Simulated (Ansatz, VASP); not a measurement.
**Two plane-wave programs on GaSb**

Contents of INCAR:

```
SYSTEM = GaSb
PREC = Accurate ; ENCUT = 520
EDIFF = 1E-7 ; ISMEAR = 0
SIGMA = 0.15 ; LREAL = .False.
LASPH = .True. ; NELM = 100
ALGO = Normal ; ISIF = 2
LWAVE = .False. ; LCHARG = .False.
GGA = PE ; NBANDS = 16
```

The input KPOINTS:

```
Automatic mesh
0
Gamma
  16 16 16
  0 0 0
```

Contents of POSCAR:

```
GaSb
1.0
    0.0000000000      2.8028403405      3.6436924427
    2.8028403405      0.0000000000      3.6436924427
    2.8028403405      2.8028403405      0.0000000000
Ga Sb
1 1
Direct
    0.0000000000      0.0000000000      0.0000000000
    0.7500000000      0.7500000000      0.7500000000
```

Input for Ansatz:

```yaml
crystal:
  lattice:
    - [0.0, 2.8028403405, 3.6436924427]
    - [2.8028403405, 0.0, 3.6436924427]
    - [2.8028403405, 2.8028403405, 0.0]
  atoms:
    - { symbol: Ga, position: [0.0, 0.0, 0.0] }
    - { symbol: Sb, position: [0.75, 0.75, 0.75] }
basis:
  ecutwfc: 420
kpoints:
  mp_grid: { grid: [16, 16, 16] }
hamiltonian:
  xc: pbe
scf:
  occupations: { method: gaussian, width: 0.15 }
output:
  forces: true
  stress: true
  eigenvalues: true
```

Alike in both runs: task single point; functional PBE; k mesh 16 × 16 × 16; occupations gaussian, width 0.15 eV; no spin polarisation.

|  | VASP | Ansatz |
| --- | --- | --- |
| version | VASP 6.6.1 | Ansatz 0.2.0 |
| potentials or method | VASP PAW PBE potentials, release 64 (Ga_d, Sb), cutoff 520 eV | scalar-relativistic, plane waves, PAW |
| valence electrons in the cell | 18 | 28 |

```csv
,VASP,Ansatz,Ansatz less VASP
gap on the k mesh at the Fermi level (eV),none,none,-
pressure (GPa),2.4,2.3,-0.08
"traceless stress, the component that is largest in VASP (GPa)",-8.37,-8.40,-0.032
```

A gap of «none» marks a metal or a gap that the smearing closes. The functional is the same, so the differences come from potentials, cutoffs and numerics. VASP's potentials hold 18 valence electrons a cell and Ansatz's 28, so a difference there can come from the potentials and not from the codes.

Neither program's run includes spin-orbit coupling.
